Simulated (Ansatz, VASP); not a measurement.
**Cu: VASP beside Ansatz**

```
Cu
1.0
    -1.44716    1.43374    1.36013
     1.44725   -1.43990    1.36668
     1.46384    1.45658   -1.36658
Cu
1
Direct
  0.99823 0.97807 0.02493
```

Change from the starting cell: all atoms moved at random (sigma 0.04 Å), cell strained at random (1 %).

Alike in both runs: task single point; functional PBEsol; k mesh 14 × 14 × 14; occupations gaussian, width 0.1 eV; no spin polarisation.

```csv
,VASP,Ansatz
version,VASP 6.6.1,Ansatz 0.2.0
potentials or method,"VASP PAW PBE potentials, release 64 (Cu), cutoff 520 eV","scalar-relativistic, plane waves, PAW"
valence electrons in the cell,11,19
```

Ansatz gave:

| Item | Value |
| --- | --- |
| gap on the k mesh at the Fermi level (eV) | none |
| pressure (GPa) | -1.6 |
| traceless stress, the component that is largest in VASP (GPa) | -1.07 |

Problem. Estimate VASP's values.

Solution. gap on the k mesh at the Fermi level (eV): none; pressure (GPa): -0.9; traceless stress, the component that is largest in VASP (GPa): -1.06.

VASP's potentials were made for PBE, not for PBEsol. A gap of «none» marks a metal or a gap that the smearing closes. The functional is the same, so the differences come from potentials, cutoffs and numerics. VASP's potentials hold 11 valence electrons a cell and Ansatz's 19, so a difference there can come from the potentials and not from the codes.
